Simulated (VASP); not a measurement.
# Al (Fm-3m) in VASP: further runs

The runs below take Al through single point, with PBE.

Program: VASP 6.6.1. These are calculated values, not measurements. Logs are shortened: lines on timing, memory, paths and dates and some standing lists are left out, and cuts for length are marked.

### Step 1. The cell of the first run

The structure is cubic, space group Fm-3m (No. 225). The conventional cell has a = 3.409 Å, b = 3.409 Å, c = 3.409 Å, α = 90.00°, β = 90.00°, γ = 90.00°. Within 3.2 Å of Al (site symmetry m-3m) lie 12 Al at 2.41 Å.

### Step 2. Single point, PBE (volume scaled by 0.6)

INCAR reads:

```
SYSTEM = Al
PREC = Accurate
ENCUT = 520
EDIFF = 1E-6
ISMEAR = -1
SIGMA = 0.05
LREAL = .False.
LASPH = .True.
NELM = 80
ALGO = Normal
ISIF = 2
LWAVE = .False.
LCHARG = .False.
GGA = PE
NBANDS = 8
```

KPOINTS reads:

```
regular mesh
0
Gamma
  18 18 18
  0 0 0
```

POSCAR reads:

```
Al
1.0
    0.0000000000      1.7043011470      1.7043011470
    1.7043011470      0.0000000000      1.7043011470
    1.7043011470      1.7043011470      0.0000000000
Al
1
Direct
    0.0000000000      0.0000000000      0.0000000000
```

Potentials or basis: VASP PAW PBE potentials, release 64 (Al).

Started as:

```bash
> cat potpaw_PBE.64/Al/POTCAR > POTCAR
> mpirun -np 1 vasp_std > vasp.out
```

OUTCAR:

```text
SYSTEM = Al
   PREC = Accurate
   ENCUT = 520
   EDIFF = 1E-6
   ISMEAR = -1
   LREAL = .False.
   LASPH = .True.
   NELM = 80
   ISIF = 2
   GGA = PE

 ion  position               nearest neighbor table
   1  0.000  0.000  0.000-

  LATTYP: Found a face centered cubic cell.
 ALAT       =     3.4086022940

  Lattice vectors:

 A1 = (   0.0000000000,   1.7043011470,   1.7043011470)
 A2 = (   1.7043011470,   0.0000000000,   1.7043011470)
 A3 = (   1.7043011470,   1.7043011470,   0.0000000000)

Analysis of symmetry for initial positions (statically):
=====================================================================
 Subroutine PRICEL returns:
 Original cell was already a primitive cell.

 Routine SETGRP: Setting up the symmetry group for a
 face centered cubic supercell.

 Subroutine GETGRP returns: Found 48 space group operations
 (whereof 48 operations were pure point group operations)
 out of a pool of 48 trial point group operations.

The static configuration has the point symmetry O_h .

Analysis of symmetry for dynamics (positions and initial velocities):
=====================================================================
 Subroutine PRICEL returns:
 Original cell was already a primitive cell.

 Routine SETGRP: Setting up the symmetry group for a
 face centered cubic supercell.

 Subroutine GETGRP returns: Found 48 space group operations
 (whereof 48 operations were pure point group operations)
 out of a pool of 48 trial point group operations.

The dynamic configuration has the point symmetry O_h .

 Subroutine INISYM returns: Found 48 space group operations
 (whereof 48 operations are pure point group operations),
 and found     1 'primitive' translations

----------------------------------------------------------------------------------------

                                     Primitive cell

  volume of cell :       9.9008

  direct lattice vectors                    reciprocal lattice vectors
     0.000000000  1.704301147  1.704301147    -0.293375382  0.293375382  0.293375382
     1.704301147  0.000000000  1.704301147     0.293375382 -0.293375382  0.293375382
     1.704301147  1.704301147  0.000000000     0.293375382  0.293375382 -0.293375382

  length of vectors
     2.410245796  2.410245796  2.410245796     0.508141067  0.508141067  0.508141067

  position of ions in fractional coordinates (direct lattice)
     0.000000000  0.000000000  0.000000000

  ion indices of the primitive-cell ions
   primitive index   ion index
                 1           1

----------------------------------------------------------------------------------------

 KPOINTS: regular mesh

Automatic generation of k-mesh.
 Grid dimensions read from file:
 generate k-points for:   18   18   18

 Generating k-lattice:

  Cartesian coordinates                     Fractional coordinates (reciprocal lattice)
    -0.016298632  0.016298632  0.016298632     0.055555556  0.000000000  0.000000000
     0.016298632 -0.016298632  0.016298632     0.000000000  0.055555556  0.000000000
     0.016298632  0.016298632 -0.016298632     0.000000000  0.000000000  0.055555556

  Length of vectors
     0.028230059  0.028230059  0.028230059

  Shift w.r.t. Gamma in fractional coordinates (k-lattice)
     0.000000000  0.000000000  0.000000000

 Subroutine IBZKPT returns following result:
 ===========================================

 Found    195 irreducible k-points:

 Following reciprocal coordinates:
            Coordinates               Weight
  0.000000  0.000000  0.000000      1.000000
  0.055556  0.000000  0.000000      8.000000
  0.111111  0.000000  0.000000      8.000000
  0.166667  0.000000  0.000000      8.000000
  0.222222  0.000000  0.000000      8.000000
  0.277778  0.000000  0.000000      8.000000
[... 16 lines left out ...]
 -0.277778  0.055556  0.000000     24.000000
 -0.222222  0.055556  0.000000     24.000000
 [... further k-points ...]
   k-points           NKPTS =    195   k-points in BZ     NKDIM =    195   number of bands    NBANDS=      8
   number of dos      NEDOS =    301   number of ions     NIONS =      1
   total plane-waves  NPLWV =   5832
   dimension x,y,z NGX =    18 NGY =   18 NGZ =   18
   dimension x,y,z NGXF=    36 NGYF=   36 NGZF=   36
   ions per type =               1
   NGX,Y,Z   is equivalent  to a cutoff of  12.42, 12.42, 12.42 a.u.
   NGXF,Y,Z  is equivalent  to a cutoff of  24.83, 24.83, 24.83 a.u.
 SYSTEM =  Al
   PREC   = accura    normal or accurate (medium, high low for compatibility)
   ISTART =      0    job   : 0-new  1-cont  2-samecut
   ICHARG =      2    charge: 1-file 2-atom 10-const
   ISPIN  =      1    spin polarized calculation?
   LNONCOLLINEAR =      F non collinear calculations
   LSORBIT =      F    spin-orbit coupling
   LASPH  =      T    aspherical Exc in radial PAW
   ENCUT  =  520.0 eV  38.22 Ry    6.18 a.u.   4.48  4.48  4.48*2*pi/ulx,y,z
   NELM   =     80;   NELMIN=  2; NELMDL= -5     # of ELM steps
   EDIFF  = 0.1E-05   stopping-criterion for ELM
   LREAL  =      F    real-space projection
   EDIFFG = 0.1E-04   stopping-criterion for IOM
   NSW    =      0    number of steps for IOM
   IBRION =     -1    ionic relax: 0-MD 1-quasi-New 2-CG
   NFREE  =      0    steps in history (QN), initial steepest desc. (CG)
   ISIF   =      2    stress and relaxation
   ISYM   =      2    0-nonsym 1-usesym 2-fastsym
   POTIM  = 0.5000    time-step for ionic-motion
   TEBEG  =    0.0;   TEEND  =   0.0 temperature during run
   PSTRESS=    0.0 pullay stress
   NELECT =       3.0000    total number of electrons
   NUPDOWN=      -1.0000    fix difference up-down
   EMIN   =  10.00;   EMAX   =-10.00  energy-range for DOS
   EFERMI =   0.00;   METHOD = LEGACY
   ISMEAR =    -1;   SIGMA  =   0.05  broadening in eV -4-tet -1-fermi 0-gaus
   EFERMI_NEDOS =   21; number of points for ismear=-14 and -15
   IALGO  =     38    algorithm
   IMIX   =      4    mixing-type and parameters
     AMIX     =   0.40;   BMIX     =  1.00
     AMIX_MAG =   1.60;   BMIX_MAG =  1.00
  volume/ion in A,a.u.               =       9.90        66.81
  Fermi-wavevector in a.u.,A,eV,Ry     =   1.099577  2.077899 16.450385  1.209069
  Thomas-Fermi vector in A             =   2.235974
   LORBIT       =      0    0 simple, 1 ext, 2 COOP (PROOUT), +10 PAW based schemes
   GGA     = PE    functional components
   LHFCALC =     F    Hartree Fock is set to
   AEXX    =    0.0000 exact exchange contribution
   IVDW    =     0    specifies the selected vdW correction
   LEPSILON=     F    determine dielectric tensor
   LRPA    =     F    only Hartree local field effects (RPA)
 non-spin polarized calculation
  energy-cutoff  :      520.00
  volume of cell :        9.90
 maximum number of plane-waves:       283
 NGX is ok and might be reduce to    18
   NGX =  9   NGY =  9   NGZ =  9

 number of electron       3.0000000 magnetization

 Free energy of the ion-electron system (eV)
  ---------------------------------------------------
  ext. energy  EPLUGINS =         0.00000000
  ---------------------------------------------------
  free energy    TOTEN  =        -2.16865438 eV

  energy without entropy =       -2.16595289  energy(sigma->0) =       -2.16730363

 E-fermi :  14.3289     XC(G=0): -12.2105

 val. band max:       14.3209500169   @ k =  -0.4444   0.3889   0.0556
 cond. band min:      14.4600933261   @ k =  -0.3333   0.0556   0.0000
 fundamental gap:      0.1391433093
 Fermi energy:        14.3289154520

 k-point     1 :       0.0000    0.0000    0.0000
  band No.  band energies     occupation
      1      -0.6133      2.00000
      2      30.3476      0.00000
      3      30.3476      0.00000
      4      30.3476      0.00000
      5      35.2035      0.00000
      6      36.5833      0.00000
      7      36.5833      0.00000
      8      36.5833      0.00000

 k-point     2 :       0.0556    0.0000    0.0000
  band No.  band energies     occupation
      1      -0.4959      2.00000
      2      28.8108      0.00000
      3      30.2509      0.00000
      4      30.2509      0.00000
      5      35.6962      0.00000
      6      36.7833      0.00000
      7      36.7833      0.00000
      8      37.4490      0.00000

 k-point     3 :       0.1111    0.0000    0.0000
  band No.  band energies     occupation
      1      -0.1447      2.00000
      2      26.0746      0.00000
      3      30.0034      0.00000
      4      30.0034      0.00000
      5      35.3674      0.00000
      6      37.1548      0.00000
      7      37.1548      0.00000
      8      39.0677      0.00000

 k-point     4 :       0.1667    0.0000    0.0000
  band No.  band energies     occupation
      1       0.4372      2.00000
      2      23.2020      0.00000
      3      29.6891      0.00000
      4      29.6891      0.00000
      5      34.8000      0.00000
      6      36.7320      0.00000
      7      36.7320      0.00000
      8      39.3161      0.00000

 k-point     5 :       0.2222    0.0000    0.0000
  band No.  band energies     occupation
      1       1.2448      2.00000
      2      20.3942      0.00000
      3      29.3756      0.00000
      4      29.3756      0.00000
      5      34.2617      0.00000
      6      35.6992      0.00000
      7      35.6992      0.00000
      8      40.5334      0.00000

 k-point     6 :       0.2778    0.0000    0.0000
  band No.  band energies     occupation
      1       2.2710      2.00000
      2      17.7122      0.00000
      3      29.1016      0.00000
      4      29.1016      0.00000
      5      33.8452      0.00000
      6      34.6931      0.00000
      7      34.6931      0.00000
      8      40.7089      0.00000

 k-point     7 :       0.3333    0.0000    0.0000
  band No.  band energies     occupation
      1       3.5064      2.00000
      2      15.1840      0.00000
      3      28.8851      0.00000
      4      28.8851      0.00000
      5      33.5791      0.00000
      6      33.8584      0.00000
      7      33.8584      0.00000
      8      39.7038      0.00000

 k-point     8 :       0.3889    0.0000    0.0000
  band No.  band energies     occupation
      1       4.9360      2.00000
      2      12.8306      2.00000
      3      28.7318      0.00000
      4      28.7318      0.00000
      5      33.2412      0.00000
      6      33.2412      0.00000
      7      33.4510      0.00000
      8      38.8566      0.00000

 k-point     9 :       0.4444    0.0000    0.0000
  band No.  band energies     occupation
      1       6.5168      2.00000
      2      10.6958      2.00000
      3      28.6416      0.00000
      4      28.6416      0.00000
      5      32.8632      0.00000
      6      32.8632      0.00000
      7      33.4158      0.00000
      8      38.2826      0.00000

 k-point    10 :       0.5000    0.0000    0.0000
  band No.  band energies     occupation
      1       7.7330      2.00000
      2       9.2950      2.00000
      3      28.6119      0.00000
      4      28.6119      0.00000
      5      32.7360      0.00000
      6      32.7360      0.00000
      7      33.4141      0.00000
      8      38.0776      0.00000
[... 78 lines left out ...]
 k-point    18 :       0.4444    0.0556    0.0000
  band No.  band energies     occupation
      1       6.0750      2.00000
      2      11.4661      2.00000
      3      27.6464      0.00000
      4      27.8899      0.00000
      5      32.0200      0.00000
      6      33.9519      0.00000
      7      34.9020      0.00000
      8      39.1350      0.00000

 k-point    19 :       0.5000    0.0556    0.0000
  band No.  band energies     occupation
      1       7.6018      2.00000
      2       9.6327      2.00000
      3      27.2706      0.00000
      4      28.1213      0.00000
      5      32.1592      0.00000
      6      33.4255      0.00000
      7      34.8509      0.00000
      8      38.8576      0.00000

 k-point    20 :      -0.4444    0.0556    0.0000
  band No.  band energies     occupation
      1       7.1378      2.00000
      2      10.1578      2.00000
      3      26.9971      0.00000
      4      28.4848      0.00000
      5      32.5193      0.00000
      6      33.0789      0.00000
      7      34.7925      0.00000
      8      38.9829      0.00000

 k-point    21 :      -0.3889    0.0556    0.0000
  band No.  band energies     occupation
      1       5.5467      2.00000
      2      12.1779      2.00000
      3      26.8472      0.00000
      4      28.9622      0.00000
      5      32.9248      0.00000
      6      33.0633      0.00000
      7      34.7769      0.00000
      8      39.4755      0.00000

 k-point    22 :      -0.3333    0.0556    0.0000
  band No.  band energies     occupation
      1       4.0608      2.00000
      2      14.4601      0.13528
      3      26.8334      0.00000
      4      29.5111      0.00000
      5      32.9919      0.00000
      6      33.7261      0.00000
      7      34.9137      0.00000
      8      40.2402      0.00000

 k-point    23 :      -0.2778    0.0556    0.0000
  band No.  band energies     occupation
      1       2.7603      2.00000
      2      16.9224      0.00000
      3      26.9611      0.00000
      4      30.0554      0.00000
      5      33.3288      0.00000
      6      34.3616      0.00000
      7      35.3730      0.00000
      8      41.1313      0.00000

 k-point    24 :      -0.2222    0.0556    0.0000
  band No.  band energies     occupation
      1       1.6645      2.00000
      2      19.5371      0.00000
      3      27.2313      0.00000
      4      30.5012      0.00000
      5      33.9708      0.00000
      6      34.8846      0.00000
      7      36.2134      0.00000
      8      39.9559      0.00000

 [... further k-points ...]
[... 5 lines left out ...]
  --------------------------------------------------------------------------------------
  -------------------------------------------------------------------------------------
  Total        7.3681107      7.3681107      7.3681107      0.0000000      0.0000000      0.0000000
  in kB     1192.3334335   1192.3334335   1192.3334335      0.0000000      0.0000000      0.0000000
  external PRESSURE =    1192.3334335 kB  Pullay stress =       0.0000000 kB

 VOLUME and BASIS-vectors are now :
 -----------------------------------------------------------------------------
  energy-cutoff  :      520.00
  volume of cell :        9.90
      direct lattice vectors                 reciprocal lattice vectors
     0.000000000  1.704301147  1.704301147    -0.293375382  0.293375382  0.293375382
     1.704301147  0.000000000  1.704301147     0.293375382 -0.293375382  0.293375382
     1.704301147  1.704301147  0.000000000     0.293375382  0.293375382 -0.293375382

 POSITION                                       TOTAL-FORCE (eV/Angst)
 -----------------------------------------------------------------------------------
      0.00000      0.00000      0.00000         0.000000      0.000000     -0.000000
 -----------------------------------------------------------------------------------
    total drift:                               -0.000000     -0.000000      0.000000

  FREE ENERGIE OF THE ION-ELECTRON SYSTEM (eV)
  ---------------------------------------------------
  free  energy   TOTEN  =        -2.1686543754 eV

  energy  without entropy=       -2.1659528922  energy(sigma->0) =       -2.16730363
```

It took 13 s on 1 thread of AMD EPYC 7R43 (Zen 3), shared host; peak memory 0.08 GiB.

What came out:

| Item | Value |
| --- | --- |
| Free energy | -2.1687 eV |
| Pressure | 119.2 GPa |

(Part 1 of 2 ends here.)
